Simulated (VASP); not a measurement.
Here is a VASP 6.6.1 calculation.

Contents of INCAR:

```
ALGO = Normal
EDIFF = 1E-7
EDIFFG = -0.01
ENCUT = 600
GGA = PE
IBRION = 2
ISIF = 4
ISMEAR = 0
ISPIN = 2
LASPH = T
LCHARG = F
LDAU = T
LDAUJ = 0 0
LDAUL = 2 -1
LDAUPRINT = 1
LDAUTYPE = 2
LDAUU = 6.2 0
LMAXMIX = 4
LORBIT = 11
LREAL = F
LWAVE = F
MAGMOM = 1.85 -1.85 0 0
NELM = 150
NSW = 60
PREC = Accurate
SIGMA = 0.05
```

KPOINTS

```
k-points
0
Gamma
  10 10 5
```

POSCAR

```
NiO
1.0
    0.0000000000      2.1118974721      2.1118974721
    2.1118974721      0.0000000000      2.1118974721
    4.2208263239      4.2208263239      0.0029686203
Ni O
2 2
Direct
    0.0000000000      0.0000000000      0.0000000000
    0.0000000000      0.0000000000      0.5000000000
    0.5000000045      0.5000000045      0.2499999932
    0.4999999955      0.4999999955      0.7500000068
```

Potentials or basis: VASP PAW PBE potentials, release 64 (Ni, O).

Launch:

```console
$ cat potpaw_PBE.64/Ni/POTCAR potpaw_PBE.64/O/POTCAR > POTCAR
$ mpirun -np 1 vasp_std > vasp.out
```

(1) Estimate the net moment.

(2) Predict the band gap on the k mesh.

(3) What does it give for the site moments?

## Answers

(1) 0.00 μB per cell.

(2) 3.22 eV.

(3) Ni +1.75, -1.75; O +0.00 μB.

Caveat: the relaxation stopped at its first step, so nothing moved.
